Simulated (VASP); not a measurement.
SrO, 2 atoms in the cell. The structure is cubic, space group Fm-3m (No. 225). The conventional cell has a = 5.161 Å, b = 5.161 Å, c = 5.161 Å, α = 90.00°, β = 90.00°, γ = 90.00°. Within 3.4 Å of Sr (site symmetry m-3m) lie 6 O at 2.58 Å. Within 3.4 Å of O (site symmetry m-3m) lie 6 Sr at 2.58 Å. 

* Program: VASP 6.6.1
* Task: single point
* Functional: r2SCAN
* Potentials or basis: VASP PAW PBE potentials, release 64 (Sr_sv, O)
* Cutoff: 520 eV
* k mesh: 8 × 8 × 8
* Occupations: gaussian, width 0.02 eV
* Spin: no spin polarisation
* Dipole correction: no
* Further INCAR settings: ALGO = Normal; EDIFF = 1e-06; NBANDS = 15

Potentials or basis: VASP PAW PBE potentials, release 64 (Sr_sv, O).

Launch:

```console
$ cat potpaw_PBE.64/Sr_sv/POTCAR potpaw_PBE.64/O/POTCAR > POTCAR
$ cp INCAR.step1 INCAR
$ mpirun -np 1 vasp_std > vasp.out
$ cp INCAR.step2 INCAR
$ mpirun -np 1 vasp_std > vasp.out
```

Hardware: 1 thread of Intel(R) Xeon(R) Platinum 8259CL CPU @ 2.50GHz (Skylake/Cascade Lake), on a shared host.

**Question.** How long does it take, and how much memory?

**Answer.** Wall time 110 s on 1 thread of Intel(R) Xeon(R) Platinum 8259CL CPU @ 2.50GHz (Skylake/Cascade Lake), with other jobs on the host, peak memory 0.17 GiB. Counts: k points 29.
